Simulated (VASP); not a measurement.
# AlN (P6_3/mmc) in VASP: a series of runs

Aim: see how the results for AlN move with the level of theory and the settings. Levels: r2SCAN, PBE. Tasks: single point, relaxation of cell and atoms.

All numbers are computed with VASP 6.6.1; they aren't measurements. Logs are shortened: lines on timing, memory, paths and dates and some standing lists are left out, and cuts for length are marked.

### 1 The cell of the first run

It takes space group P6_3/mmc (No. 194, hexagonal). Conventional cell: a = 2.833 Å, b = 2.833 Å, c = 4.841 Å, α = 90.00°, β = 90.00°, γ = 120.00°. Within 2.7 Å of Al (site symmetry -3m) lie 6 N at 2.03 Å and 2 Al at 2.42 Å. Within 2.7 Å of N (site symmetry -6m2) lie 6 Al at 2.03 Å.

### 2 Single point, r2SCAN

POSCAR reads:

```
AlN
1.0
    2.8328531496      0.0000000000      0.0000000000
   -1.4164265748      2.4533227928      0.0000000000
    0.0000000000      0.0000000000      4.8410108813
Al N
2 2
Direct
    0.0000000000      0.0000000000      0.0000000000
    0.0000000000      0.0000000000      0.5000000000
    0.3333333333      0.6666666667      0.2500000000
    0.6666666667      0.3333333333      0.7500000000
```

INCAR.step1 reads:

```
PREC     = Accurate       # precision mode
ENCUT    = 520            # plane-wave cutoff, eV
ISMEAR   = 0              # smearing method
SIGMA    = 0.01           # smearing width, eV
LREAL    = False          # projectors in reciprocal space
LASPH    = True           # aspherical terms in the spheres
NELM     = 60             # most SCF steps
NBANDS   = 16             # bands
GGA      = PE             # functional
ALGO     = Normal         # electronic algorithm
EDIFF    = 1E-4           # SCF threshold, eV
LWAVE    = True           # write WAVECAR
LCHARG   = False          # write CHGCAR
```

INCAR.step2 reads:

```
PREC     = Accurate       # precision mode
ENCUT    = 520            # plane-wave cutoff, eV
EDIFF    = 1E-6           # SCF threshold, eV
ISMEAR   = 0              # smearing method
SIGMA    = 0.01           # smearing width, eV
LREAL    = False          # projectors in reciprocal space
LASPH    = True           # aspherical terms in the spheres
NELM     = 60             # most SCF steps
ALGO     = Normal         # electronic algorithm
ISIF     = 2              # what is computed and relaxed
LWAVE    = False          # write WAVECAR
LCHARG   = False          # write CHGCAR
METAGGA  = R2SCAN         # meta-GGA
LMIXTAU  = True         
NBANDS   = 16             # bands
ISTART   = 1
```

KPOINTS reads:

```
Automatic mesh
0
Gamma
  12 12 6
```

Potentials or basis: VASP PAW PBE potentials, release 64 (Al, N).

On the command line:

```sh
$ cat potpaw_PBE.64/Al/POTCAR potpaw_PBE.64/N/POTCAR > POTCAR
$ cp INCAR.step1 INCAR
$ mpirun -np 1 vasp_std > vasp.out
$ cp INCAR.step2 INCAR
$ mpirun -np 1 vasp_std > vasp.out
```

OUTCAR:

```text
PREC = Accurate
   ENCUT = 520
   EDIFF = 1E-6
   ISMEAR = 0
   LREAL = False
   LASPH = True
   NELM = 60
   ISIF = 2
   METAGGA = R2SCAN
   ISTART = 1

 ion  position               nearest neighbor table
   1  0.000  0.000  0.000-   3 2.03   4 2.03   4 2.03   3 2.03   4 2.03   3 2.03   2 2.42   2 2.42

   2  0.000  0.000  0.500-   3 2.03   4 2.03   4 2.03   3 2.03   4 2.03   3 2.03   1 2.42   1 2.42

   3  0.333  0.667  0.250-   1 2.03   2 2.03   1 2.03   2 2.03   1 2.03   2 2.03
   4  0.667  0.333  0.750-   1 2.03   2 2.03   1 2.03   2 2.03   1 2.03   2 2.03

  LATTYP: Found a hexagonal cell.
 ALAT       =     2.8328531496
 C/A-ratio  =     1.7088816912

  Lattice vectors:

 A1 = (   2.8328531496,   0.0000000000,   0.0000000000)
 A2 = (  -1.4164265748,   2.4533227928,   0.0000000000)
 A3 = (   0.0000000000,   0.0000000000,   4.8410108813)

Analysis of symmetry for initial positions (statically):
=====================================================================
 Subroutine PRICEL returns:
 Original cell was already a primitive cell.

 Routine SETGRP: Setting up the symmetry group for a
 hexagonal supercell.

 Subroutine GETGRP returns: Found 24 space group operations
 (whereof 12 operations were pure point group operations)
 out of a pool of 24 trial point group operations.

The static configuration has the point symmetry D_3d.
 The point group associated with its full space group is D_6h.

Analysis of symmetry for dynamics (positions and initial velocities):
=====================================================================
 Subroutine PRICEL returns:
 Original cell was already a primitive cell.

 Routine SETGRP: Setting up the symmetry group for a
 hexagonal supercell.

 Subroutine GETGRP returns: Found 24 space group operations
 (whereof 12 operations were pure point group operations)
 out of a pool of 24 trial point group operations.

The dynamic configuration has the point symmetry D_3d.
 The point group associated with its full space group is D_6h.

 Subroutine INISYM returns: Found 24 space group operations
 (whereof 12 operations are pure point group operations),
 and found     1 'primitive' translations

[... 90 lines left out ...]
   ISTART =      1    job   : 0-new  1-cont  2-samecut
   ICHARG =      0    charge: 1-file 2-atom 10-const
   ISPIN  =      1    spin polarized calculation?
   LNONCOLLINEAR =      F non collinear calculations
   LSORBIT =      F    spin-orbit coupling
   LASPH  =      T    aspherical Exc in radial PAW
   ENCUT  =  520.0 eV  38.22 Ry    6.18 a.u.   5.27  5.27  9.00*2*pi/ulx,y,z
   NELM   =     60;   NELMIN=  2; NELMDL=  0     # of ELM steps
   EDIFF  = 0.1E-05   stopping-criterion for ELM
   LREAL  =      F    real-space projection
   EDIFFG = 0.1E-04   stopping-criterion for IOM
   NSW    =      0    number of steps for IOM
   IBRION =     -1    ionic relax: 0-MD 1-quasi-New 2-CG
   NFREE  =      0    steps in history (QN), initial steepest desc. (CG)
   ISIF   =      2    stress and relaxation
   ISYM   =      2    0-nonsym 1-usesym 2-fastsym
   POTIM  = 0.5000    time-step for ionic-motion
   TEBEG  =    0.0;   TEEND  =   0.0 temperature during run
   PSTRESS=    0.0 pullay stress
   NELECT =      16.0000    total number of electrons
   NUPDOWN=      -1.0000    fix difference up-down
   EMIN   =  10.00;   EMAX   =-10.00  energy-range for DOS
   EFERMI =   0.00;   METHOD = LEGACY
   ISMEAR =     0;   SIGMA  =   0.01  broadening in eV -4-tet -1-fermi 0-gaus
   EFERMI_NEDOS =   21; number of points for ismear=-14 and -15
   IALGO  =     38    algorithm
   IMIX   =      4    mixing-type and parameters
     AMIX     =   0.40;   BMIX     =  1.00
     AMIX_MAG =   1.60;   BMIX_MAG =  1.00
  volume/ion in A,a.u.               =       8.41        56.76
  Fermi-wavevector in a.u.,A,eV,Ry     =   1.277840  2.414768 22.216622  1.632876
  Thomas-Fermi vector in A             =   2.410417
   LORBIT       =      0    0 simple, 1 ext, 2 COOP (PROOUT), +10 PAW based schemes
   METAGGA = R2SCAN    functional components
   LHFCALC =     F    Hartree Fock is set to
   AEXX    =    0.0000 exact exchange contribution
   IVDW    =     0    specifies the selected vdW correction
   LEPSILON=     F    determine dielectric tensor
   LRPA    =     F    only Hartree local field effects (RPA)
 non-spin polarized calculation
 Gauss-broadening in eV      SIGMA  =   0.01
  energy-cutoff  :      520.00
  volume of cell :       33.64
 maximum number of plane-waves:       920
 NGX is ok and might be reduce to    24
   NGX = 11   NGY = 11   NGZ = 19

 number of electron      15.9999999 magnetization

 Free energy of the ion-electron system (eV)
  ---------------------------------------------------
  ext. energy  EPLUGINS =         0.00000000
  ---------------------------------------------------
  free energy    TOTEN  =       -37.10717447 eV

  energy without entropy =      -37.10717447  energy(sigma->0) =      -37.10717447

 E-fermi :   9.7284     XC(G=0): -12.7766

 val. band max:        9.6198811046   @ k =   0.0000   0.0000   0.0000
 cond. band min:      15.3111430250   @ k =   0.5000   0.0000   0.3333
 fundamental gap:      5.6912619204
 Fermi energy:         9.7284147961

 k-point     1 :       0.0000    0.0000    0.0000
  band No.  band energies     occupation
      1      -8.7590      2.00000
      2      -5.8600      2.00000
      3       0.8699      2.00000
      4       8.6949      2.00000
      5       8.6949      2.00000
      6       9.0393      2.00000
[... 433 lines left out ...]
      3       2.7119      2.00000
      4       3.9429      2.00000
      5       4.5060      2.00000
      6       7.3947      2.00000
[... 8 lines left out ...]
     15      22.9627      0.00000
     16      26.3514      0.00000

 [... further k-points ...]
[... 5 lines left out ...]
  --------------------------------------------------------------------------------------
  -------------------------------------------------------------------------------------
  Total       -0.1466757     -0.1466757     -0.1801615      0.0000000     -0.0000000     -0.0000000
  in kB       -6.9847999     -6.9847999     -8.5794164      0.0000000     -0.0000000     -0.0000000
  external PRESSURE =      -7.5163387 kB  Pullay stress =       0.0000000 kB

 VOLUME and BASIS-vectors are now :
 -----------------------------------------------------------------------------
  energy-cutoff  :      520.00
  volume of cell :       33.64
      direct lattice vectors                 reciprocal lattice vectors
     2.832853150  0.000000000  0.000000000     0.353001002  0.203805223  0.000000000
    -1.416426575  2.453322793  0.000000000     0.000000000  0.407610447  0.000000000
     0.000000000  0.000000000  4.841010881     0.000000000  0.000000000  0.206568426

 POSITION                                       TOTAL-FORCE (eV/Angst)
 -----------------------------------------------------------------------------------
      0.00000      0.00000      0.00000        -0.000000      0.000000      0.000000
      0.00000      0.00000      2.42051         0.000000      0.000000      0.000000
     -0.00000      1.63555      1.21025         0.000000      0.000000     -0.000000
      1.41643      0.81777      3.63076        -0.000000     -0.000000      0.000000
 -----------------------------------------------------------------------------------
    total drift:                               -0.000000      0.000000     -0.000000

  FREE ENERGIE OF THE ION-ELECTRON SYSTEM (eV)
  ---------------------------------------------------
  free  energy   TOTEN  =       -37.1071744692 eV

  energy  without entropy=      -37.1071744692  energy(sigma->0) =      -37.10717447
```

OUTCAR.step1:

```text
PREC = Accurate
   ENCUT = 520
   ISMEAR = 0
   LREAL = False
   LASPH = True
[... 689 lines left out ...]
      0.00000      0.00000      0.00000        -0.000000     -0.000000     -0.000000
      0.00000      0.00000      2.42051        -0.000000     -0.000000     -0.000000
     -0.00000      1.63555      1.21025         0.000000      0.000000      0.000000
      1.41643      0.81777      3.63076        -0.000000      0.000000     -0.000000
 -----------------------------------------------------------------------------------
    total drift:                               -0.000000      0.000000     -0.000000

  FREE ENERGIE OF THE ION-ELECTRON SYSTEM (eV)
  ---------------------------------------------------
  free  energy   TOTEN  =       -28.4419292504 eV

  energy  without entropy=      -28.4419292504  energy(sigma->0) =      -28.44192925
```

It took 1.8 min on 1 thread of Intel Xeon Platinum 8488C (Sapphire Rapids), shared host; peak memory 0.17 GiB.

Results:

* Free energy: -37.1072 eV
* Pressure: -0.8 GPa
* Band gap on the k mesh: 5.69 eV, indirect (least direct gap 5.96 eV)

Stress tensor (GPa, compression positive):
```
-0.70  0.00  0.00
 0.00 -0.70  0.00
 0.00  0.00 -0.86
```

Levels at points of the mesh, in eV from the valence-band top:
```
           k point  band 4  band 5  band 6  band 7  band 8  band 9  band 10  band 11  band 12  band 13
(0.00, 0.00, 0.00)   -0.92   -0.92   -0.58    0.00    0.00    5.96     7.08     9.60    13.39    13.39
(0.50, 0.00, 0.00)   -6.39   -5.17   -3.12   -2.65   -1.18    6.04     7.21     7.39    11.72    11.99
(0.00, 0.00, 0.50)   -5.02   -0.48   -0.48   -0.48   -0.48    7.38     7.38    11.38    11.38    12.80
(0.50, 0.00, 0.50)   -7.95   -2.79   -2.79   -1.99   -1.99    6.43     6.43     7.83     7.83    14.15
```

Caveat: the PAW data sets were made with another functional, which shifts forces and pressure a little.

### 3 Relaxation of cell and atoms, PBE

This run uses another cell than the first one, of 6.97 Å³/atom, 0.828 times its volume.

INCAR reads:

```
  PREC = Accurate
  ENCUT = 600
  EDIFF = 1E-6
  ISMEAR = -1
  SIGMA = 0.02
  LREAL = False
  LASPH = True
  NELM = 60
  ALGO = Normal
  ISIF = 3
  LWAVE = False
  LCHARG = False
  GGA = PE
  IBRION = 2
  NSW = 80
  EDIFFG = -0.005
```

KPOINTS reads:

```
regular mesh
0
Gamma
  12 12 6
```

POSCAR reads:

```
AlN
1.0
    2.7025343100      0.0000000000      0.0000000000
   -1.3512671550      2.3404633671      0.0000000000
    0.0000000000      0.0000000000      4.4051309253
Al N
2 2
Direct
    0.0000000000      0.0000000000      0.0000000000
    0.0000000000      0.0000000000      0.5000000000
    0.3333333333      0.6666666667      0.2500000000
    0.6666666667      0.3333333333      0.7500000000
```

Potentials or basis: VASP PAW PBE potentials, release 64 (Al, N).

On the command line:

```sh
$ cat potpaw_PBE.64/Al/POTCAR potpaw_PBE.64/N/POTCAR > POTCAR
$ mpirun -np 1 vasp_std > vasp.out
```

OUTCAR:

```text
PREC = Accurate
   ENCUT = 600
   EDIFF = 1E-6
   ISMEAR = -1
   LREAL = False
   LASPH = True
   NELM = 60
   ISIF = 3
   GGA = PE
   IBRION = 2
   NSW = 80
   EDIFFG = -0.005

 ion  position               nearest neighbor table
   1  0.000  0.000  0.000-   3 1.91   4 1.91   4 1.91   3 1.91   4 1.91   3 1.91   2 2.20   2 2.20

   2  0.000  0.000  0.500-   3 1.91   4 1.91   4 1.91   3 1.91   4 1.91   3 1.91   1 2.20   1 2.20

   3  0.333  0.667  0.250-   1 1.91   2 1.91   1 1.91   2 1.91   1 1.91   2 1.91
   4  0.667  0.333  0.750-   1 1.91   2 1.91   1 1.91   2 1.91   1 1.91   2 1.91

  LATTYP: Found a hexagonal cell.
 ALAT       =     2.7025343100
 C/A-ratio  =     1.6300000000

  Lattice vectors:

 A1 = (   2.7025343100,   0.0000000000,   0.0000000000)
 A2 = (  -1.3512671550,   2.3404633671,   0.0000000000)
 A3 = (   0.0000000000,   0.0000000000,   4.4051309253)

Analysis of symmetry for initial positions (statically):
=====================================================================
 Subroutine PRICEL returns:
 Original cell was already a primitive cell.

 Routine SETGRP: Setting up the symmetry group for a
 hexagonal supercell.

 Subroutine GETGRP returns: Found 24 space group operations
 (whereof 12 operations were pure point group operations)
 out of a pool of 24 trial point group operations.

The static configuration has the point symmetry D_3d.
 The point group associated with its full space group is D_6h.

Analysis of symmetry for dynamics (positions and initial velocities):
=====================================================================
 Subroutine PRICEL returns:
 Original cell was already a primitive cell.

 Routine SETGRP: Setting up the symmetry group for a
 hexagonal supercell.

 Subroutine GETGRP returns: Found 24 space group operations
 (whereof 12 operations were pure point group operations)
 out of a pool of 24 trial point group operations.

The dynamic configuration has the point symmetry D_3d.
 The point group associated with its full space group is D_6h.

 Subroutine INISYM returns: Found 24 space group operations
[... 134 lines left out ...]
  energy-cutoff  :      600.00
  volume of cell :       27.86
 maximum number of plane-waves:       966
 NGX is ok and might be reduce to    24
   NGX = 11   NGY = 11   NGZ = 17

--------------------------------------- Ionic step        1  -------------------------------------------

 number of electron      15.9999998 magnetization

 Free energy of the ion-electron system (eV)
  ---------------------------------------------------
  ext. energy  EPLUGINS =         0.00000000
  ---------------------------------------------------
  free energy    TOTEN  =       -26.88542616 eV

  energy without entropy =      -26.88542616  energy(sigma->0) =      -26.88542616

------------------------ aborting loop because EDIFF is reached ----------------------------------------

  FORCE on cell =-STRESS in cart. coord.  units (eV):
  Direction    XX          YY          ZZ          XY          YZ          ZX
  --------------------------------------------------------------------------------------
  -------------------------------------------------------------------------------------
  Total       10.1136930     10.1136930     21.8815613      0.0000000     -0.0000000      0.0000000
  in kB      581.5518795    581.5518795   1258.2212167      0.0000000     -0.0000000      0.0000000
  external PRESSURE =     807.1083253 kB  Pullay stress =       0.0000000 kB
[... 139 lines left out ...]
--------------------------------------- Ionic step        5  -------------------------------------------

 number of electron      16.0000000 magnetization

 E-fermi :  10.0144     XC(G=0): -12.1010

 val. band max:        9.6352044486   @ k =   0.0000   0.0000   0.0000
 cond. band min:      14.3130927559   @ k =   0.5000  -0.0000   0.3333
 fundamental gap:      4.6778883073
 Fermi energy:        10.0143912700

 k-point     1 :       0.0000    0.0000    0.0000
  band No.  band energies     occupation
      1      -7.7728      2.00000
      2      -4.9423      2.00000
      3       1.0413      2.00000
      4       8.8193      2.00000
      5       8.8193      2.00000
      6       8.9633      2.00000
      7       9.6352      2.00000
      8       9.6352      2.00000
      9      14.5029      0.00000
     10      15.9531      0.00000
     11      18.5247      0.00000
     12      21.7357      0.00000
[... 496 lines left out ...]
--------------------------------------- Ionic step        9  -------------------------------------------

 number of electron      16.0000000 magnetization

 Free energy of the ion-electron system (eV)
  ---------------------------------------------------
  ext. energy  EPLUGINS =         0.00000000
  ---------------------------------------------------
  free energy    TOTEN  =       -28.45246658 eV

  energy without entropy =      -28.45246658  energy(sigma->0) =      -28.45246658

 E-fermi :   9.9399     XC(G=0): -12.0685

 val. band max:        9.5022651317   @ k =   0.0000   0.0000   0.0000
 cond. band min:      14.2428743954   @ k =   0.5000  -0.0000   0.3333
 fundamental gap:      4.7406092637
 Fermi energy:         9.9398563094

 k-point     1 :       0.0000    0.0000    0.0000
  band No.  band energies     occupation
      1      -7.8027      2.00000
      2      -4.9638      2.00000
      3       1.0511      2.00000
      4       8.6860      2.00000
      5       8.6860      2.00000
      6       8.9521      2.00000
      7       9.5023      2.00000
      8       9.5023      2.00000
      9      14.3487      0.00000
     10      15.7082      0.00000
     11      18.4423      0.00000
     12      21.6346      0.00000
[... 376 lines left out ...]
  FREE ENERGIE OF THE ION-ELECTRON SYSTEM (eV)
  ---------------------------------------------------
  free  energy   TOTEN  =       -28.4524665804 eV

  energy  without entropy=      -28.4524665804  energy(sigma->0) =      -28.45246658

 reached required accuracy - stopping structural energy minimisation
```

CONTCAR:

```text
AlN
   1.00000000000000
     2.8546451018315944    0.0000000000000000    0.0000000000000000
    -1.4273225509157972    2.4721951770229036   -0.0000000000000000
    -0.0000000000000000    0.0000000000000000    4.8804313472564074
  Al              N
     2     2
Direct
     0.0000000000000000    0.0000000000000000    0.0000000000000000
     0.0000000000000000    0.0000000000000000    0.5000000000000000
     0.3333333332999970    0.6666666667000030    0.2500000000000000
     0.6666666667000030    0.3333333332999970    0.7500000000000000

  0.00000000E+00  0.00000000E+00  0.00000000E+00
  0.00000000E+00  0.00000000E+00  0.00000000E+00
  0.00000000E+00  0.00000000E+00  0.00000000E+00
  0.00000000E+00  0.00000000E+00  0.00000000E+00
```

Wall time 97 s (1 thread of Intel Xeon Platinum 8488C (Sapphire Rapids), shared host); peak memory 0.17 GiB.

Results:

```
Free energy                            : -28.4525 eV
Relaxed volume                         : 8.61 Å³/atom
Relaxed cell                           : a = 2.855 Å, b = 2.855 Å, c = 4.880 Å, α = 90.00°, β = 90.00°, γ = 120.00°
Space group after relaxing (to 0.05 Å) : P6_3/mmc (No. 194)
Energy gained by relaxing              : 391.8 meV/atom
Ionic steps                            : 9
Pressure after relaxing                : 0.0 GPa
Band gap on the k mesh                 : 4.74 eV, indirect (least direct gap 4.85 eV)
```

The path:
```csv
step,energy change (eV),largest force (eV/Å),pressure (GPa),volume (Å³)
1,0.0000,0.0000,80.71,27.86
2,0.1951,0.0000,-37.71,44.33
3,-1.5574,0.0000,-2.17,34.72
4,-1.5627,0.0000,0.43,34.35
5,-1.5628,0.0000,1.44,34.21
6,-1.5646,0.0000,-0.30,34.51
7,-1.5670,0.0000,0.44,34.38
8,-1.5670,0.0000,-0.29,34.48
9,-1.5670,0.0000,0.01,34.44
```

Final structure:
```xyz
4
Lattice="2.8546 0.0000 0.0000 -1.4273 2.4722 0.0000 0.0000 0.0000 4.8804" Properties=species:S:1:pos:R:3 pbc="T T T"
Al    0.0000    0.0000    0.0000
Al    0.0000    0.0000    2.4402
N     0.0000    1.6481    1.2201
N     1.4273    0.8241    3.6603
```

Caveat: the volume moved by over 15 % at a fixed basis, so the end points are rough.
